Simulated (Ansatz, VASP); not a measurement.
## Ga3Sb in VASP and in Ansatz

```
Ga Sb
1.0
     2.93576    0.00000    0.00000
     0.00000    3.99843    0.00000
     0.00000    0.00000    9.19172
Ga Sb
3 1
Direct
  0.50000 0.00000 0.78059
  0.50000 0.00000 0.21941
  0.50000 0.00000 0.50000
  0.50000 0.50000 0.00000
```

Alike in both runs: functional PBE; k mesh 16 × 12 × 6; occupations gaussian, width 0.1 eV; no spin polarisation.

Ansatz relaxed the structure, and its values are those at the end. VASP's run is a single point on that final structure, the one shown.

|  | VASP | Ansatz |
| --- | --- | --- |
| version | VASP 6.6.1 | Ansatz 0.2.0 |
| potentials or method | VASP PAW PBE potentials, release 64 (Ga_d, Sb), cutoff 520 eV | scalar-relativistic, plane waves, PAW |
| valence electrons in the cell | 44 | 54 |

VASP gave:

| Item | Value |
| --- | --- |
| gap on the k mesh at the Fermi level (eV) | none |
| pressure (GPa) | 0.1 |

**Question.** What did Ansatz give for the same quantities?

**Answer.** gap on the k mesh at the Fermi level (eV): none; pressure (GPa): 0.0.

A gap of «none» marks a metal or a gap that the smearing closes. VASP's potentials hold 44 valence electrons a cell and Ansatz's 54, so a difference there can come from the potentials and not from the codes.

Spin-orbit coupling is off throughout.
